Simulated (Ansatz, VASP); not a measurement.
Two plane-wave programs on WS2

```
W S
1.0
     1.53125    0.88407    6.61937
    -1.53125    0.88407    6.61937
     0.00000   -1.76814    6.61937
W S
1 2
Direct
  0.99934 0.99934 0.99934
  0.75278 0.75278 0.75278
  0.57917 0.57917 0.57917
```

Alike in both runs: task single point; functional PBE; dispersion D3(BJ); k mesh 12 × 12 × 12; occupations gaussian, width 0.05 eV; no spin polarisation.

|  | VASP | Ansatz |
| --- | --- | --- |
| version | VASP 6.6.1 | Ansatz 0.2.0 |
| potentials or method | VASP PAW PBE potentials, release 64 (W_sv, S), cutoff 520 eV | scalar-relativistic, plane waves, PAW |
| valence electrons in the cell | 26 | 26 |

Ansatz gave:

| Quantity | Value |
| --- | --- |
| gap on the k mesh at the Fermi level (eV) | 1.05 |
| least direct gap on the mesh (eV) | 1.84 |
| pressure (GPa) | -5.6 |
| traceless stress, the component that is largest in VASP (GPa) | -16.08 |
| rms of the force components (eV/Å) | 0.911 |

Problem. Estimate VASP's values.

Solution. gap on the k mesh at the Fermi level (eV): 1.05; least direct gap on the mesh (eV): 1.84; pressure (GPa): -5.6; traceless stress, the component that is largest in VASP (GPa): -16.10; rms of the force components (eV/Å): 0.910.

Atom by atom the forces differ by 0.001 eV/Å (rms over components).

Spin-orbit coupling is off throughout.
